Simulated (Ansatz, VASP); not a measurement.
# S in VASP and in Ansatz

Contents of INCAR:

```
SYSTEM = S
  ALGO = Normal
  EDIFF = 1E-6
  EDIFFG = -0.04
  ENCUT = 600
  GGA = PS
  IBRION = 2
  ISIF = 3
  ISMEAR = 0
  LASPH = .True.
  LCHARG = .False.
  LREAL = .False.
  LWAVE = .False.
  NELM = 60
  NSW = 90
  PREC = Accurate
  SIGMA = 0.1
```

Contents of KPOINTS:

```
k-points
0
Gamma
  6 6 6
  0 0 0
```

The input POSCAR:

```
S
1.0
    2.0811871024      1.2015739338      3.8593119614
   -2.0811871024      1.2015739338      3.8593119614
    0.0000000000     -2.4031478676      3.8593119614
S
2
Direct
    0.2275400000      0.2275400000      0.2275400000
    0.7724600000      0.7724600000      0.7724600000
```

Input for Ansatz:

```yaml
crystal:
  lattice:
    - [2.0811871024, 1.2015739338, 3.8593119614]
    - [-2.0811871024, 1.2015739338, 3.8593119614]
    - [0.0, -2.4031478676, 3.8593119614]
  atoms:
    - { symbol: S, position: [0.22754, 0.22754, 0.22754] }
    - { symbol: S, position: [0.77246, 0.77246, 0.77246] }
basis:
  ecutwfc: 420
kpoints:
  mp_grid: { grid: [6, 6, 6] }
hamiltonian:
  xc: pbesol
scf:
  occupations: { method: gaussian, width: 0.1 }
  lower_state_search: "off"
output:
  forces: true
  stress: true
  eigenvalues: true
relax:
  adjacent_minimum: "off"
  f_tol: 0.04
  max_steps: 70
  cell: { stress_tol: 0.4 }
```

Alike in both runs: task relaxation of cell and atoms; functional PBEsol; k mesh 6 × 6 × 6; occupations gaussian, width 0.1 eV; no spin polarisation.

|  | VASP | Ansatz |
| --- | --- | --- |
| version | VASP 6.6.1 | Ansatz 0.2.0 |
| potentials or method | VASP PAW PBE potentials, release 64 (S), cutoff 600 eV | scalar-relativistic, plane waves, PAW |
| valence electrons in the cell | 12 | 12 |

|  | VASP | Ansatz | Ansatz less VASP |
| --- | --- | --- | --- |
| gap on the k mesh at the Fermi level, each at its own relaxed structure (eV) | none | none | - |
| relaxed volume (Å³/atom) | 16.52 | 20.18 | +3.665 |
| relaxed cell length with the largest relative difference (Å) | 3.556 | 3.841 | +0.2855 |

VASP's potentials were made for PBE, not for PBEsol. A gap of «none» marks a metal or a gap that the smearing closes. One of these differences is far larger than is usual between the two programs; its cause wasn't traced.

Noted on VASP's run: the volume moved by over 15 % at a fixed basis, so the end points are rough.
